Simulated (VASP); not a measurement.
# Si2Mo (I4/mmm) in VASP: further runs

Runs on Si2Mo. Level: LDA. Tasks: single point.

Everything below comes from runs of VASP 6.6.1. Logs are shortened: lines on timing, memory, paths and dates and some standing lists are left out, and cuts for length are marked.

**1. The cell of the first run**

The structure is tetragonal, space group I4/mmm (No. 139). Conventional cell: a = 3.067 Å, b = 3.067 Å, c = 7.533 Å, α = 90.00°, β = 90.00°, γ = 90.00°. Si (site symmetry 4mm) has 9 Si at 2.50 to 3.07 Å and 5 Mo at 2.51 Å within 3.3 Å. Mo (site symmetry 4/mmm) has 10 Si at 2.51 Å and 4 Mo at 3.07 Å within 3.3 Å.

**2. Single point, LDA**

Input file INCAR:

```
PREC     = Accurate       # precision mode
ENCUT    = 520            # plane-wave cutoff, eV
EDIFF    = 1E-6           # SCF threshold, eV
ISMEAR   = 1              # smearing method
SIGMA    = 0.15           # smearing width, eV
LREAL    = False          # projectors in reciprocal space
LASPH    = True           # aspherical terms in the spheres
NELM     = 100            # most SCF steps
ALGO     = Normal         # electronic algorithm
ISIF     = 2              # what is computed and relaxed
LWAVE    = False          # write WAVECAR
LCHARG   = False          # write CHGCAR
NBANDS   = 18             # bands
```

Input file KPOINTS:

```
regular mesh
0
Gamma
  13 13 13
```

Input file POSCAR:

```
Si2Mo
1.0
   -1.5332543543      1.5332543543      3.7665351496
    1.5332543543     -1.5332543543      3.7665351496
    1.5332543543      1.5332543543     -3.7665351496
Si Mo
2 1
Direct
    0.3330000000      0.3330000000      0.0000000000
    0.6670000000      0.6670000000      0.0000000000
    0.0000000000      0.0000000000      0.0000000000
```

Potentials or basis: VASP PAW LDA potentials, release 64 (Si, Mo_sv).

Launch:

```sh
$ cat potpaw_LDA.64/Si/POTCAR potpaw_LDA.64/Mo_sv/POTCAR > POTCAR
$ mpirun -np 1 vasp_std > vasp.out
```

OUTCAR:

```text
PREC = Accurate
   ENCUT = 520
   EDIFF = 1E-6
   ISMEAR = 1
   LREAL = False
   LASPH = True
   NELM = 100
   ISIF = 2

 ion  position               nearest neighbor table
   1  0.333  0.333  0.000-   2 2.50   2 2.50   2 2.50   2 2.50   3 2.51   3 2.51   3 2.51   3 2.51
                             3 2.51   2 2.52
   2  0.667  0.667  0.000-   1 2.50   1 2.50   1 2.50   1 2.50   3 2.51   3 2.51   3 2.51   3 2.51
                             3 2.51   1 2.52
   3  0.000  0.000  0.000-   2 2.51   2 2.51   2 2.51   1 2.51   2 2.51   1 2.51   1 2.51   1 2.51
                             1 2.51   2 2.51

  LATTYP: Found a body centered tetragonal cell.
 ALAT       =     3.0665087086
 C/A-ratio  =     2.4565624999

  Lattice vectors:

 A1 = (  -1.5332543543,   1.5332543543,   3.7665351496)
 A2 = (   1.5332543543,  -1.5332543543,   3.7665351496)
 A3 = (   1.5332543543,   1.5332543543,  -3.7665351496)

Analysis of symmetry for initial positions (statically):
=====================================================================
 Subroutine PRICEL returns:
 Original cell was already a primitive cell.

 Routine SETGRP: Setting up the symmetry group for a
 body centered tetragonal supercell.

 Subroutine GETGRP returns: Found 16 space group operations
 (whereof 16 operations were pure point group operations)
 out of a pool of 16 trial point group operations.

The static configuration has the point symmetry D_4h.

Analysis of symmetry for dynamics (positions and initial velocities):
=====================================================================
 Subroutine PRICEL returns:
 Original cell was already a primitive cell.

 Routine SETGRP: Setting up the symmetry group for a
 body centered tetragonal supercell.

 Subroutine GETGRP returns: Found 16 space group operations
 (whereof 16 operations were pure point group operations)
 out of a pool of 16 trial point group operations.

The dynamic configuration has the point symmetry D_4h.

 Subroutine INISYM returns: Found 16 space group operations
 (whereof 16 operations are pure point group operations),
 and found     1 'primitive' translations

----------------------------------------------------------------------------------------

                                     Primitive cell

  volume of cell :      35.4185

  direct lattice vectors                    reciprocal lattice vectors
    -1.533254354  1.533254354  3.766535150     0.000000000  0.326103753  0.132747998
     1.533254354 -1.533254354  3.766535150     0.326103753  0.000000000  0.132747998
     1.533254354  1.533254354 -3.766535150     0.326103753  0.326103753  0.000000000
[... 83 lines left out ...]
   LASPH  =      T    aspherical Exc in radial PAW
   ENCUT  =  520.0 eV  38.22 Ry    6.18 a.u.   8.08  8.08  8.08*2*pi/ulx,y,z
   NELM   =    100;   NELMIN=  2; NELMDL= -5     # of ELM steps
   EDIFF  = 0.1E-05   stopping-criterion for ELM
   LREAL  =      F    real-space projection
   EDIFFG = 0.1E-04   stopping-criterion for IOM
   NSW    =      0    number of steps for IOM
   IBRION =     -1    ionic relax: 0-MD 1-quasi-New 2-CG
   NFREE  =      0    steps in history (QN), initial steepest desc. (CG)
   ISIF   =      2    stress and relaxation
   ISYM   =      2    0-nonsym 1-usesym 2-fastsym
   POTIM  = 0.5000    time-step for ionic-motion
   TEBEG  =    0.0;   TEEND  =   0.0 temperature during run
   PSTRESS=    0.0 pullay stress
   NELECT =      22.0000    total number of electrons
   NUPDOWN=      -1.0000    fix difference up-down
   EMIN   =  10.00;   EMAX   =-10.00  energy-range for DOS
   EFERMI =   0.00;   METHOD = LEGACY
   ISMEAR =     1;   SIGMA  =   0.15  broadening in eV -4-tet -1-fermi 0-gaus
   EFERMI_NEDOS =   21; number of points for ismear=-14 and -15
   IALGO  =     38    algorithm
   IMIX   =      4    mixing-type and parameters
     AMIX     =   0.40;   BMIX     =  1.00
     AMIX_MAG =   1.60;   BMIX_MAG =  1.00
  volume/ion in A,a.u.               =      11.81        79.67
  Fermi-wavevector in a.u.,A,eV,Ry     =   1.396815  2.639598 26.546223  1.951092
  Thomas-Fermi vector in A             =   2.520132
   LORBIT       =      0    0 simple, 1 ext, 2 COOP (PROOUT), +10 PAW based schemes
   GGA     = CA    functional components
   LHFCALC =     F    Hartree Fock is set to
   AEXX    =    0.0000 exact exchange contribution
   IVDW    =     0    specifies the selected vdW correction
   LEPSILON=     F    determine dielectric tensor
   LRPA    =     F    only Hartree local field effects (RPA)
 non-spin polarized calculation
 Methfessel and Paxton  Order N= 1 SIGMA  =   0.15
  energy-cutoff  :      520.00
  volume of cell :       35.42
 maximum number of plane-waves:       970
   NGX = 17   NGY = 17   NGZ = 17

 number of electron      22.0000001 magnetization

 Free energy of the ion-electron system (eV)
  ---------------------------------------------------
  ext. energy  EPLUGINS =         0.00000000
  ---------------------------------------------------
  free energy    TOTEN  =       -25.49360186 eV

  energy without entropy =      -25.49389858  energy(sigma->0) =      -25.49370077

 E-fermi :  14.2478     XC(G=0): -13.1651

 val. band max:       14.2028779015   @ k =  -0.4615   0.4615   0.3077
 cond. band min:      14.2945513848   @ k =  -0.3077  -0.3846   0.3077
 fundamental gap:      0.0916734833
 Fermi energy:        14.2477674919

 k-point     1 :       0.0000    0.0000    0.0000
  band No.  band energies     occupation
      1     -46.0062      2.00000
      2     -20.4715      2.00000
      3     -20.2757      2.00000
      4     -20.2757      2.00000
      5      -0.1774      2.00000
      6       7.0759      2.00000
[... 481 lines left out ...]
      5       4.0037      2.00000
      6       4.6052      2.00000
[... 10 lines left out ...]
     17      22.4420      0.00000
     18      23.9504      0.00000

 [... further k-points ...]
[... 5 lines left out ...]
  --------------------------------------------------------------------------------------
  -------------------------------------------------------------------------------------
  Total        6.2533145      6.2533145      6.8711477      0.0000000      0.0000000      0.0000000
  in kB      282.8723018    282.8723018    310.8203423      0.0000000      0.0000000      0.0000000
  external PRESSURE =     292.1883153 kB  Pullay stress =       0.0000000 kB

 VOLUME and BASIS-vectors are now :
 -----------------------------------------------------------------------------
  energy-cutoff  :      520.00
  volume of cell :       35.42
      direct lattice vectors                 reciprocal lattice vectors
    -1.533254354  1.533254354  3.766535150     0.000000000  0.326103753  0.132747998
     1.533254354 -1.533254354  3.766535150     0.326103753  0.000000000  0.132747998
     1.533254354  1.533254354 -3.766535150     0.326103753  0.326103753  0.000000000

 POSITION                                       TOTAL-FORCE (eV/Angst)
 -----------------------------------------------------------------------------------
      0.00000      0.00000      2.50851         0.000000      0.000000      0.146096
      0.00000      0.00000      5.02456         0.000000      0.000000     -0.146096
      0.00000      0.00000      0.00000        -0.000000     -0.000000      0.000000
 -----------------------------------------------------------------------------------
    total drift:                                0.000000      0.000000      0.000000

  FREE ENERGIE OF THE ION-ELECTRON SYSTEM (eV)
  ---------------------------------------------------
  free  energy   TOTEN  =       -25.4936018604 eV

  energy  without entropy=      -25.4938985772  energy(sigma->0) =      -25.49370077
```

Run time: 81 s. Hardware: 1 thread of Intel Xeon 6975P-C (Granite Rapids), shared host; peak memory 0.24 GiB.

Results:

| Quantity | Value |
| --- | --- |
| Free energy | -25.4936 eV |
| Pressure | 29.2 GPa |
| Largest force | 0.146 eV/Å |
| Band gap on the k mesh | zero (band 11 reaches 14.83 eV, above the bottom of band 12 at 13.77 eV) |

Forces on the atoms (eV/Å):
```
Si   0.000  0.000  0.146
Si   0.000  0.000 -0.146
Mo   0.000  0.000  0.000
```

Stress tensor (GPa, compression positive):
```
28.29  0.00  0.00
 0.00 28.29  0.00
 0.00  0.00 31.08
```

**3. Single point, LDA**

This run uses another cell than the first one, of 12.34 Å³/atom, 1.045 times its volume.

Input file INCAR:

```
PREC = Accurate
ENCUT = 520
EDIFF = 1E-6
ISMEAR = 1
SIGMA = 0.15
LREAL = F
LASPH = T
NELM = 100
ALGO = Normal
ISIF = 2
LWAVE = F
LCHARG = F
NBANDS = 18
```

Input file KPOINTS:

```
Automatic mesh
0
Gamma
  13 13 13
```

Input file POSCAR:

```
Si2Mo
1.0
   -1.5561421220      1.5561421220      3.8227603815
    1.5561421220     -1.5561421220      3.8227603815
    1.5561421220      1.5561421220     -3.8227603815
Si Mo
2 1
Direct
    0.3330000000      0.3330000000      0.0000000000
    0.6670000000      0.6670000000      0.0000000000
    0.0000000000      0.0000000000      0.0000000000
```

Potentials or basis: VASP PAW LDA potentials, release 64 (Si, Mo_sv).

Launch:

```sh
$ cat potpaw_LDA.64/Si/POTCAR potpaw_LDA.64/Mo_sv/POTCAR > POTCAR
$ mpirun -np 1 vasp_std > vasp.out
```

OUTCAR:

```text
PREC = Accurate
   ENCUT = 520
   EDIFF = 1E-6
   ISMEAR = 1
   LREAL = F
   LASPH = T
   NELM = 100
   ISIF = 2

 ion  position               nearest neighbor table
   1  0.333  0.333  0.000-   2 2.54   2 2.54   2 2.54   2 2.54   3 2.54   3 2.54   3 2.54   3 2.54
                             3 2.55   2 2.55
   2  0.667  0.667  0.000-   1 2.54   1 2.54   1 2.54   1 2.54   3 2.54   3 2.54   3 2.54   3 2.54
                             3 2.55   1 2.55
   3  0.000  0.000  0.000-   2 2.54   2 2.54   1 2.54   2 2.54   1 2.54   1 2.54   2 2.54   1 2.54
                             1 2.55   2 2.55

[... 695 lines left out ...]
     17      21.4624      0.00000
     18      22.9494      0.00000

 [... further k-points ...]
[... 5 lines left out ...]
  --------------------------------------------------------------------------------------
  -------------------------------------------------------------------------------------
  Total        3.4023319      3.4023319      3.5888335      0.0000000     -0.0000000     -0.0000000
  in kB      147.2148691    147.2148691    155.2845723      0.0000000     -0.0000000     -0.0000000
  external PRESSURE =     149.9047702 kB  Pullay stress =       0.0000000 kB

 VOLUME and BASIS-vectors are now :
 -----------------------------------------------------------------------------
  energy-cutoff  :      520.00
  volume of cell :       37.03
      direct lattice vectors                 reciprocal lattice vectors
    -1.556142122  1.556142122  3.822760382     0.000000000  0.321307413  0.130795538
     1.556142122 -1.556142122  3.822760382     0.321307413  0.000000000  0.130795538
     1.556142122  1.556142122 -3.822760382     0.321307413  0.321307413  0.000000000

 POSITION                                       TOTAL-FORCE (eV/Angst)
 -----------------------------------------------------------------------------------
      0.00000      0.00000      2.54596         0.000000      0.000000      0.230406
      0.00000      0.00000      5.09956        -0.000000     -0.000000     -0.230406
      0.00000      0.00000      0.00000         0.000000      0.000000      0.000000
 -----------------------------------------------------------------------------------
    total drift:                                0.000000      0.000000     -0.000000

  FREE ENERGIE OF THE ION-ELECTRON SYSTEM (eV)
  ---------------------------------------------------
  free  energy   TOTEN  =       -25.7140461139 eV

  energy  without entropy=      -25.7142890912  energy(sigma->0) =      -25.71412711
```

OSZICAR:

```text
N       E                     dE             d eps       ncg     rms          rms(c)
DAV:   1     0.127756287736E+03    0.12776E+03   -0.11258E+04  7072   0.117E+03
DAV:   2    -0.229759125767E+02   -0.15073E+03   -0.14742E+03  7848   0.312E+02
DAV:   3    -0.265701749361E+02   -0.35943E+01   -0.35601E+01  8892   0.434E+01
DAV:   4    -0.265918850655E+02   -0.21710E-01   -0.21688E-01  8106   0.356E+00
DAV:   5    -0.265920305220E+02   -0.14546E-03   -0.14545E-03  8338   0.323E-01    0.266E+01
DAV:   6    -0.258527261621E+02    0.73930E+00   -0.45007E+00  7764   0.156E+01    0.610E+00
DAV:   7    -0.257501709091E+02    0.10256E+00   -0.56458E-01  7554   0.523E+00    0.552E+00
DAV:   8    -0.257147854567E+02    0.35385E-01   -0.86101E-02  7710   0.231E+00    0.363E-01
DAV:   9    -0.257141703238E+02    0.61513E-03   -0.15181E-03  8014   0.354E-01    0.200E-01
DAV:  10    -0.257140519780E+02    0.11835E-03   -0.31286E-04  8020   0.147E-01    0.625E-02
DAV:  11    -0.257140465887E+02    0.53893E-05   -0.41920E-05  7982   0.485E-02    0.164E-02
DAV:  12    -0.257140461139E+02    0.47485E-06   -0.29555E-06  6546   0.105E-02
   1 F= -.25714046E+02 E0= -.25714127E+02  d E =0.242977E-03
```

stdout:

```text
POSCAR found type information on POSCAR SiMo
 POSCAR found :  2 types and       3 ions
 scaLAPACK will be used
 LDA part: xc-table for (Slater(with rela. corr.)+CA(PZ))
 , standard interpolation
 POSCAR, INCAR and KPOINTS ok, starting setup
 FFT: planning ... GRIDC
 FFT: planning ... GRID_SOFT
 FFT: planning ... GRID
 WAVECAR not read
 entering main loop
```

Run time: 2.5 min. Hardware: 1 thread of Intel Xeon 6975P-C (Granite Rapids), shared host; peak memory 0.26 GiB.

What came out:

| Quantity | Value |
| --- | --- |
| Free energy | -25.7140 eV |
| Pressure | 15.0 GPa |
| Largest force | 0.230 eV/Å |
| Band gap on the k mesh | zero (band 11 reaches 14.07 eV, above the bottom of band 12 at 13.04 eV) |

Forces on the atoms (eV/Å):
```
Si   0.000  0.000  0.230
Si   0.000  0.000 -0.230
Mo   0.000  0.000  0.000
```

Levels at points of the mesh, in eV from the Fermi level:
```tsv
k point	band 9	band 10	band 11	band 12	band 13	band 14
(0.00, 0.00, 0.00)	-2.91	-2.91	0.44	2.85	3.57	3.87
```

(Continued in part 2 of 2.)
